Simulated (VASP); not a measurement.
# Ga2BAs3 (I-4m2) in VASP: notebook

Runs on Ga2BAs3. Level: PBE. Tasks: single point, relaxation of cell and atoms.

Program: VASP 6.6.1. These are calculated values, not measurements. Logs are shortened: lines on timing, memory, paths and dates and some standing lists are left out, and cuts for length are marked.

### Step 1. The cell of the first run

It takes space group I-4m2 (No. 119, tetragonal). The conventional cell has a = 3.804 Å, b = 3.804 Å, c = 16.634 Å, α = 90.00°, β = 90.00°, γ = 90.00°. Within 3.2 Å of Ga (site symmetry 2mm) lie 4 As at 2.42 to 2.44 Å. B (site symmetry -4m2) has 4 As at 2.21 Å within 2.9 Å. Within 3.2 Å of As (site symmetry -4m2) lie 4 Ga at 2.42 Å. As (site symmetry 2mm) has 2 B at 2.21 Å and 2 Ga at 2.44 Å within 2.9 Å.

### Step 2. Single point, PBE

File INCAR:

```
SYSTEM = Ga2BAs3
PREC = Accurate ; ENCUT = 520
EDIFF = 1E-6 ; ISMEAR = 0
SIGMA = 0.2 ; LREAL = .False.
LASPH = .True. ; NELM = 80
ALGO = Normal ; ISIF = 2
LWAVE = .False. ; LCHARG = .False.
GGA = PE ; NBANDS = 31
```

File KPOINTS:

```
regular mesh
0
Gamma
  6 6 6
  0 0 0
```

File POSCAR:

```
Ga2BAs3
1.0
   -1.9019704148      1.9019704148      8.3170795139
    1.9019704148     -1.9019704148      8.3170795139
    1.9019704148      1.9019704148     -8.3170795139
Ga B As
2 1 3
Direct
    0.6597002417      0.6597002417      0.0000000000
    0.3402997583      0.3402997583      0.0000000000
    0.0000000000      0.0000000000      0.0000000000
    0.7500000000      0.2500000000      0.5000000000
    0.4320840513      0.9320840513      0.5000000000
    0.0679159487      0.5679159487      0.5000000000
```

Potentials or basis: VASP PAW PBE potentials, release 64 (Ga_d, B, As).

On the command line:

```console
$ cat potpaw_PBE.64/Ga_d/POTCAR potpaw_PBE.64/B/POTCAR potpaw_PBE.64/As/POTCAR > POTCAR
$ mpirun -np 1 vasp_std > vasp.out
```

OUTCAR:

```text
SYSTEM = Ga2BAs3
   PREC = Accurate
   ENCUT = 520
   EDIFF = 1E-6
   ISMEAR = 0
   LREAL = .False.
   LASPH = .True.
   NELM = 80
   ISIF = 2
   GGA = PE

 ion  position               nearest neighbor table
   1  0.660  0.660  0.000-   4 2.42   4 2.42   6 2.44   6 2.44
   2  0.340  0.340  0.000-   4 2.42   4 2.42   5 2.44   5 2.44
   3  0.000  0.000  0.000-   5 2.21   6 2.21   6 2.21   5 2.21
   4  0.750  0.250  0.500-   2 2.42   1 2.42   2 2.42   1 2.42
   5  0.432  0.932  0.500-   3 2.21   3 2.21   2 2.44   2 2.44
   6  0.068  0.568  0.500-   3 2.21   3 2.21   1 2.44   1 2.44

  LATTYP: Found a body centered tetragonal cell.
 ALAT       =     3.8039408296
 C/A-ratio  =     4.3728753345

  Lattice vectors:

 A1 = (  -1.9019704148,   1.9019704148,   8.3170795139)
 A2 = (   1.9019704148,  -1.9019704148,   8.3170795139)
 A3 = (   1.9019704148,   1.9019704148,  -8.3170795139)

Analysis of symmetry for initial positions (statically):
=====================================================================
 Subroutine PRICEL returns:
 Original cell was already a primitive cell.

 Routine SETGRP: Setting up the symmetry group for a
 body centered tetragonal supercell.

 Subroutine GETGRP returns: Found  8 space group operations
 (whereof  8 operations were pure point group operations)
 out of a pool of 16 trial point group operations.

The static configuration has the point symmetry D_2d.

Analysis of symmetry for dynamics (positions and initial velocities):
=====================================================================
 Subroutine PRICEL returns:
 Original cell was already a primitive cell.

 Routine SETGRP: Setting up the symmetry group for a
 body centered tetragonal supercell.

 Subroutine GETGRP returns: Found  8 space group operations
 (whereof  8 operations were pure point group operations)
 out of a pool of 16 trial point group operations.

The dynamic configuration has the point symmetry D_2d.

 Subroutine INISYM returns: Found  8 space group operations
 (whereof  8 operations are pure point group operations),
 and found     1 'primitive' translations

----------------------------------------------------------------------------------------

                                     Primitive cell

  volume of cell :     120.3479

  direct lattice vectors                    reciprocal lattice vectors
    -1.901970415  1.901970415  8.317079514     0.000000000  0.262885267  0.060117256
     1.901970415 -1.901970415  8.317079514     0.262885267  0.000000000  0.060117256
     1.901970415  1.901970415 -8.317079514     0.262885267  0.262885267  0.000000000

  length of vectors
     8.741212419  8.741212419  8.741212419     0.269671556  0.269671556  0.371775910

  position of ions in fractional coordinates (direct lattice)
     0.659700242  0.659700242  0.000000000
     0.340299758  0.340299758  0.000000000
     0.000000000  0.000000000  0.000000000
     0.750000000  0.250000000  0.500000000
     0.432084051  0.932084051  0.500000000
     0.067915949  0.567915949  0.500000000

  ion indices of the primitive-cell ions
   primitive index   ion index
                 1           1
                 2           2
                 3           3
                 4           4
                 5           5
                 6           6

----------------------------------------------------------------------------------------

 KPOINTS: regular mesh

Automatic generation of k-mesh.
 Grid dimensions read from file:
 generate k-points for:    6    6    6

 Generating k-lattice:

  Cartesian coordinates                     Fractional coordinates (reciprocal lattice)
     0.000000000  0.043814211  0.010019543     0.166666667  0.000000000 -0.000000000
     0.043814211  0.000000000  0.010019543     0.000000000  0.166666667 -0.000000000
     0.043814211  0.043814211  0.000000000     0.000000000  0.000000000  0.166666667

  Length of vectors
     0.044945259  0.044945259  0.061962652

  Shift w.r.t. Gamma in fractional coordinates (k-lattice)
     0.000000000  0.000000000  0.000000000

 Subroutine IBZKPT returns following result:
 ===========================================

 Found     30 irreducible k-points:

 Following reciprocal coordinates:
            Coordinates               Weight
  0.000000  0.000000  0.000000      1.000000
  0.166667  0.000000 -0.000000      8.000000
  0.333333 -0.000000  0.000000      8.000000
  0.500000  0.000000  0.000000      4.000000
  0.166667  0.166667 -0.000000      8.000000
  0.333333  0.166667  0.000000     16.000000
[... 16 lines left out ...]
 -0.333333 -0.333333  0.166667      8.000000
 -0.166667 -0.333333  0.166667      8.000000
 [... further k-points ...]
   k-points           NKPTS =     30   k-points in BZ     NKDIM =     30   number of bands    NBANDS=     31
   number of dos      NEDOS =    301   number of ions     NIONS =      6
   total plane-waves  NPLWV = 343000
   dimension x,y,z NGX =    70 NGY =   70 NGZ =   70
   dimension x,y,z NGXF=   140 NGYF=  140 NGZF=  140
   ions per type =               2   1   3
   NGX,Y,Z   is equivalent  to a cutoff of  13.31, 13.31, 13.31 a.u.
   NGXF,Y,Z  is equivalent  to a cutoff of  26.63, 26.63, 26.63 a.u.
 SYSTEM =  Ga2BAs3
   PREC   = accura    normal or accurate (medium, high low for compatibility)
   ISTART =      0    job   : 0-new  1-cont  2-samecut
   ICHARG =      2    charge: 1-file 2-atom 10-const
   ISPIN  =      1    spin polarized calculation?
   LNONCOLLINEAR =      F non collinear calculations
   LSORBIT =      F    spin-orbit coupling
   LASPH  =      T    aspherical Exc in radial PAW
   ENCUT  =  520.0 eV  38.22 Ry    6.18 a.u.  16.25 16.25 16.25*2*pi/ulx,y,z
   NELM   =     80;   NELMIN=  2; NELMDL= -5     # of ELM steps
   EDIFF  = 0.1E-05   stopping-criterion for ELM
   LREAL  =      F    real-space projection
   EDIFFG = 0.1E-04   stopping-criterion for IOM
   NSW    =      0    number of steps for IOM
   IBRION =     -1    ionic relax: 0-MD 1-quasi-New 2-CG
   NFREE  =      0    steps in history (QN), initial steepest desc. (CG)
   ISIF   =      2    stress and relaxation
   ISYM   =      2    0-nonsym 1-usesym 2-fastsym
   POTIM  = 0.5000    time-step for ionic-motion
   TEBEG  =    0.0;   TEEND  =   0.0 temperature during run
   PSTRESS=    0.0 pullay stress
   NELECT =      44.0000    total number of electrons
   NUPDOWN=      -1.0000    fix difference up-down
   EMIN   =  10.00;   EMAX   =-10.00  energy-range for DOS
   EFERMI =   0.00;   METHOD = LEGACY
   ISMEAR =     0;   SIGMA  =   0.20  broadening in eV -4-tet -1-fermi 0-gaus
   EFERMI_NEDOS =   21; number of points for ismear=-14 and -15
   IALGO  =     38    algorithm
   IMIX   =      4    mixing-type and parameters
     AMIX     =   0.40;   BMIX     =  1.00
     AMIX_MAG =   1.60;   BMIX_MAG =  1.00
  volume/ion in A,a.u.               =      20.06       135.36
  Fermi-wavevector in a.u.,A,eV,Ry     =   1.170612  2.212136 18.644502  1.370332
  Thomas-Fermi vector in A             =   2.307068
   LORBIT       =      0    0 simple, 1 ext, 2 COOP (PROOUT), +10 PAW based schemes
   GGA     = PE    functional components
   LHFCALC =     F    Hartree Fock is set to
   AEXX    =    0.0000 exact exchange contribution
   IVDW    =     0    specifies the selected vdW correction
   LEPSILON=     F    determine dielectric tensor
   LRPA    =     F    only Hartree local field effects (RPA)
 non-spin polarized calculation
 Gauss-broadening in eV      SIGMA  =   0.20
  energy-cutoff  :      520.00
  volume of cell :      120.35
 maximum number of plane-waves:      3262
 NGX is ok and might be reduce to    70
   NGX = 33   NGY = 33   NGZ = 33

 number of electron      44.0000000 magnetization

 Free energy of the ion-electron system (eV)
  ---------------------------------------------------
  ext. energy  EPLUGINS =         0.00000000
  ---------------------------------------------------
  free energy    TOTEN  =       -26.94824712 eV

  energy without entropy =      -26.94744347  energy(sigma->0) =      -26.94784529

 E-fermi :   4.7753     XC(G=0):  -9.7646

 val. band max:        4.5400575107   @ k =   0.0000   0.0000   0.0000
 cond. band min:       5.0118248541   @ k =   0.0000   0.0000   0.0000
 fundamental gap:      0.4717673434
 Fermi energy:         4.7753467117

 k-point     1 :       0.0000    0.0000    0.0000
  band No.  band energies     occupation
      1     -10.6161      2.00000
      2     -10.5570      2.00000
      3     -10.4916      2.00000
      4     -10.4916      2.00000
      5     -10.4639      2.00000
      6     -10.4639      2.00000
[... 23 lines left out ...]
     30       8.1349      0.00000
     31      11.7102      0.00000

 k-point     2 :       0.1667    0.0000   -0.0000
  band No.  band energies     occupation
      1     -10.6107      2.00000
      2     -10.5514      2.00000
      3     -10.5094      2.00000
      4     -10.4901      2.00000
      5     -10.4777      2.00000
      6     -10.4649      2.00000
[... 23 lines left out ...]
     30       9.1031      0.00000
     31      10.3922      0.00000

 k-point     3 :       0.3333   -0.0000    0.0000
  band No.  band energies     occupation
      1     -10.6060      2.00000
      2     -10.5539      2.00000
      3     -10.5276      2.00000
      4     -10.4967      2.00000
      5     -10.4871      2.00000
      6     -10.4673      2.00000
[... 23 lines left out ...]
     30       9.7242      0.00000
     31      10.0019      0.00000

 k-point     4 :       0.5000    0.0000    0.0000
  band No.  band energies     occupation
      1     -10.6075      2.00000
      2     -10.5649      2.00000
      3     -10.5256      2.00000
      4     -10.5019      2.00000
      5     -10.4854      2.00000
      6     -10.4688      2.00000
[... 23 lines left out ...]
     30       9.5760      0.00000
     31      10.0491      0.00000

 k-point     5 :       0.1667    0.1667   -0.0000
  band No.  band energies     occupation
      1     -10.6073      2.00000
      2     -10.5474      2.00000
      3     -10.5200      2.00000
      4     -10.4891      2.00000
      5     -10.4766      2.00000
      6     -10.4755      2.00000
[... 23 lines left out ...]
     30       9.6762      0.00000
     31      10.0253      0.00000
[... 542 lines left out ...]
     30       9.8024      0.00000
     31      10.2667      0.00000

 k-point    22 :      -0.1667    0.5000    0.1667
  band No.  band energies     occupation
      1     -10.6046      2.00000
      2     -10.5575      2.00000
      3     -10.5268      2.00000
      4     -10.4961      2.00000
      5     -10.4872      2.00000
      6     -10.4672      2.00000
[... 23 lines left out ...]
     30      10.0710      0.00000
     31      10.4646      0.00000

 k-point    23 :      -0.3333   -0.3333    0.1667
  band No.  band energies     occupation
      1     -10.6050      2.00000
      2     -10.5531      2.00000
      3     -10.5184      2.00000
      4     -10.4897      2.00000
      5     -10.4760      2.00000
      6     -10.4753      2.00000
[... 23 lines left out ...]
     30       9.7127      0.00000
     31       9.8168      0.00000

 k-point    24 :      -0.1667   -0.3333    0.1667
  band No.  band energies     occupation
      1     -10.6085      2.00000
      2     -10.5565      2.00000
      3     -10.5087      2.00000
      4     -10.4903      2.00000
      5     -10.4773      2.00000
      6     -10.4647      2.00000
[... 23 lines left out ...]
     30       9.1001      0.00000
     31      10.2899      0.00000

 [... further k-points ...]

------------------------ aborting loop because EDIFF is reached ----------------------------------------

  FORCE on cell =-STRESS in cart. coord.  units (eV):
  Direction    XX          YY          ZZ          XY          YZ          ZX
  --------------------------------------------------------------------------------------
  -------------------------------------------------------------------------------------
  Total        0.4001156      0.4001156      0.2740499      0.0000000      0.0000000      0.0000000
  in kB        5.3266937      5.3266937      3.6483946      0.0000000      0.0000000      0.0000000
  external PRESSURE =       4.7672607 kB  Pullay stress =       0.0000000 kB

 VOLUME and BASIS-vectors are now :
 -----------------------------------------------------------------------------
  energy-cutoff  :      520.00
  volume of cell :      120.35
      direct lattice vectors                 reciprocal lattice vectors
    -1.901970415  1.901970415  8.317079514     0.000000000  0.262885267  0.060117256
     1.901970415 -1.901970415  8.317079514     0.262885267  0.000000000  0.060117256
     1.901970415  1.901970415 -8.317079514     0.262885267  0.262885267  0.000000000

 POSITION                                       TOTAL-FORCE (eV/Angst)
 -----------------------------------------------------------------------------------
      0.00000      0.00000     10.97356        -0.000000     -0.000000     -0.022343
      0.00000      0.00000      5.66060         0.000000      0.000000      0.022343
      0.00000      0.00000      0.00000         0.000000      0.000000     -0.000000
      0.00000      1.90197      4.15854         0.000000      0.000000     -0.000000
      1.90197     -0.00000      7.18735        -0.000000     -0.000000     -0.026097
      1.90197      0.00000      1.12972         0.000000      0.000000      0.026097
 -----------------------------------------------------------------------------------
    total drift:                               -0.000001      0.000001      0.000000

  FREE ENERGIE OF THE ION-ELECTRON SYSTEM (eV)
  ---------------------------------------------------
  free  energy   TOTEN  =       -26.9482471150 eV

  energy  without entropy=      -26.9474434706  energy(sigma->0) =      -26.94784529
```

It took 9 min on 1 thread of Intel Xeon Platinum 8375C at 2.90GHz (Ice Lake), shared host; peak memory 0.7 GiB.

Results:

- Free energy: -26.9482 eV
- Pressure: 0.5 GPa
- Largest force: 0.026 eV/Å
- Band gap on the k mesh: 0.47 eV

Forces in eV/Å, atoms in the order of the input:
```
Ga   0.000  0.000 -0.022
Ga   0.000  0.000  0.022
B    0.000  0.000  0.000
As   0.000  0.000  0.000
As   0.000  0.000 -0.026
As   0.000  0.000  0.026
```

Levels at points of the mesh, in eV from the valence-band top:
```csv
k point,band 20,band 21,band 22,band 23,band 24,band 25
"(0.00, 0.00, 0.00)",-0.44,0.00,0.00,0.47,0.65,1.46
"(0.50, 0.00, 0.00)",-1.63,-1.02,-0.89,0.62,1.83,2.83
"(0.50, 0.50, 0.00)",-3.86,-3.23,-3.16,1.11,1.15,2.81
"(0.50, 0.50, 0.50)",-1.46,-0.77,-0.77,0.62,1.01,2.28
```

Caveat: semilocal functionals underestimate gaps, and a narrow one can read as zero. A k mesh can miss the band edges.

### Step 3. Relaxation of cell and atoms, PBE

This run uses another cell than the first one, of 18.50 Å³/atom.

File INCAR:

```
ALGO = Normal ; EDIFF = 1E-6
EDIFFG = -0.08 ; ENCUT = 600
GGA = PE ; IBRION = 2
ISIF = 3 ; ISMEAR = 0
LASPH = True ; LCHARG = False
LREAL = False ; LWAVE = False
NELM = 80 ; NSW = 36
PREC = Accurate ; SIGMA = 0.2
```

File KPOINTS:

```
k-points
0
Gamma
  6 6 6
```

File POSCAR:

```
Ga2BAs3
1.0
   -1.8700000000      1.8700000000      7.9350000000
    1.8700000000     -1.8700000000      7.9350000000
    1.8700000000      1.8700000000     -7.9350000000
Ga B As
2 1 3
Direct
    0.6667000000      0.6667000000      0.0000000000
    0.3333000000      0.3333000000      0.0000000000
    0.0000000000      0.0000000000      0.0000000000
    0.7500000000      0.2500000000      0.5000000000
    0.4167000000      0.9167000000      0.5000000000
    0.0833000000      0.5833000000      0.5000000000
```

Potentials or basis: VASP PAW PBE potentials, release 64 (Ga_d, B, As).

On the command line:

```console
$ cat potpaw_PBE.64/Ga_d/POTCAR potpaw_PBE.64/B/POTCAR potpaw_PBE.64/As/POTCAR > POTCAR
$ mpirun -np 1 vasp_std > vasp.out
```

Run time: 44 min. Hardware: 1 thread of Intel Xeon Platinum 8375C at 2.90GHz (Ice Lake), shared host; peak memory 0.81 GiB.

It converged, with:

```yaml
Free_energy: -26.9480 eV
Relaxed_volume: 20.20 Å³/atom
Relaxed_cell: a = 8.728 Å, b = 8.728 Å, c = 8.728 Å, α = 154.71°, β = 154.71°, γ = 36.07°
Space_group_after_relaxing_to_0.1_Å: I-4m2 (No. 119)
Energy_gained_by_relaxing: 199.6 meV/atom
Ionic_steps: 6
Pressure_after_relaxing: -0.1 GPa
Largest_force_after_relaxing: 0.035 eV/Å
Band_gap_on_the_k_mesh: 0.45 eV
```

Forces in eV/Å, atoms in the order of the input:
```
Ga   0.000  0.000  0.035
Ga   0.000  0.000 -0.035
B    0.000  0.000  0.000
As   0.000  0.000  0.000
As   0.000  0.000 -0.004
As   0.000  0.000  0.004
```

Stress tensor (GPa, compression positive):
```
-0.18  0.00  0.00
 0.00 -0.18  0.00
 0.00  0.00  0.20
```

The path:
```csv
step,energy change (eV),largest force (eV/Å),pressure (GPa),volume (Å³)
1,0.0000,3.5674,11.35,110.99
2,-0.8218,0.9310,-5.46,133.41
3,-0.9220,0.9538,-2.52,127.02
4,-1.1099,0.6411,-1.19,123.68
5,-1.1802,0.4245,0.56,120.30
6,-1.1976,0.0348,-0.06,121.23
```

Final structure:
```yaml
crystal:
  lattice:
    - [-1.91092, 1.91092, 8.29942]
    - [1.91092, -1.91092, 8.29942]
    - [1.91092, 1.91092, -8.29942]
  atoms:
    - { symbol: Ga, position: [0.65948, 0.65948, 0.00000] }
    - { symbol: Ga, position: [0.34052, 0.34052, 0.00000] }
    - { symbol: B, position: [0.00000, 0.00000, 0.00000] }
    - { symbol: As, position: [0.75000, 0.25000, 0.50000] }
    - { symbol: As, position: [0.43203, 0.93203, 0.50000] }
    - { symbol: As, position: [0.06797, 0.56797, 0.50000] }
```

Levels at points of the mesh, in eV from the valence-band top:
| k point | band 18 | band 19 | band 20 | band 21 | band 22 | band 23 | band 24 | band 25 | band 26 |
| --- | --- | --- | --- | --- | --- | --- | --- | --- | --- |
| (0.00, 0.00, 0.00) | -1.98 | -1.98 | -0.39 | 0.00 | 0.00 | 0.45 | 0.65 | 1.43 | 2.56 |
| (0.50, 0.00, 0.00) | -3.13 | -2.72 | -1.57 | -1.04 | -0.88 | 0.61 | 1.83 | 2.83 | 3.89 |
| (0.50, 0.50, 0.00) | -3.95 | -3.83 | -3.80 | -3.16 | -3.09 | 1.17 | 1.20 | 2.87 | 3.00 |
| (0.50, 0.50, 0.50) | -2.98 | -1.43 | -1.43 | -0.77 | -0.77 | 0.62 | 1.00 | 2.28 | 2.66 |

Caveat: semilocal functionals underestimate gaps, and a narrow one can read as zero; the relaxation stopped at a loose force limit of 0.08 eV/Å, so its end isn't a converged minimum. A k mesh can miss the band edges.
